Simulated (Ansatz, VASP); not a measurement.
**AgCl: VASP beside Ansatz**

File INCAR:

```
PREC = Accurate
ENCUT = 520
EDIFF = 1E-6
ISMEAR = -1
SIGMA = 0.02
LREAL = False
LASPH = True
NELM = 80
ALGO = Normal
ISIF = 2
LWAVE = False
LCHARG = True
GGA = PE
LELF = True
LVHAR = True
NBANDS = 16
```

File KPOINTS:

```
Automatic mesh
0
Gamma
  8 8 8
```

The input POSCAR:

```
AgCl
1.0
    0.0000000000      2.7731838115      2.7731838115
    2.7731838115      0.0000000000      2.7731838115
    2.7731838115      2.7731838115      0.0000000000
Ag Cl
1 1
Direct
    0.0000000000      0.0000000000      0.0000000000
    0.5000000000      0.5000000000      0.5000000000
```

Input for Ansatz:

```yaml
crystal:
  lattice:
    - [0.0, 2.7731838115, 2.7731838115]
    - [2.7731838115, 0.0, 2.7731838115]
    - [2.7731838115, 2.7731838115, 0.0]
  atoms:
    - { symbol: Ag, position: [0.0, 0.0, 0.0] }
    - { symbol: Cl, position: [0.5, 0.5, 0.5] }
kpoints:
  mp_grid: { grid: [8, 8, 8] }
  band_path:
    path:
      - [[0.0, 0.0, 0.0], [0.5, -8.612684202661e-37, 0.5], [0.625, 0.25, 0.625]]
      - [[0.375, 0.375, 0.75], [0.0, 0.0, 0.0], [0.5, 0.5, 0.5], [0.5, 0.25, 0.75], [0.5, -8.612684202661e-37, 0.5]]
    npoints: 10
hamiltonian:
  xc: pbe
scf:
  occupations: { method: fermi_dirac, width: 0.02 }
  n_extra_bands: 4
output:
  forces: true
  stress: true
  eigenvalues: true
  write_density: true
  write_potential: true
  elf: true
  volumetric_format: npy
```

Alike in both runs: task single point; functional PBE; k mesh 8 × 8 × 8; occupations fermi-dirac, width 0.02 eV; no spin polarisation.

```csv
,VASP,Ansatz
version,VASP 6.6.1,Ansatz 0.2.0
potentials or method,"VASP PAW PBE potentials, release 64 (Ag, Cl)","plane waves, PAW"
plane-wave cutoff (eV),520,420
valence electrons in the cell,18,26
```

VASP gave:

```
gap on the k mesh at the Fermi level (eV) : 0.91
pressure (GPa)                            : 1.5
```

**Question.** Which values does Ansatz return?

**Answer.** gap on the k mesh at the Fermi level (eV): 0.91; pressure (GPa): 1.6.

VASP's potentials hold 18 valence electrons a cell and Ansatz's 26, so a difference there can come from the potentials and not from the codes.
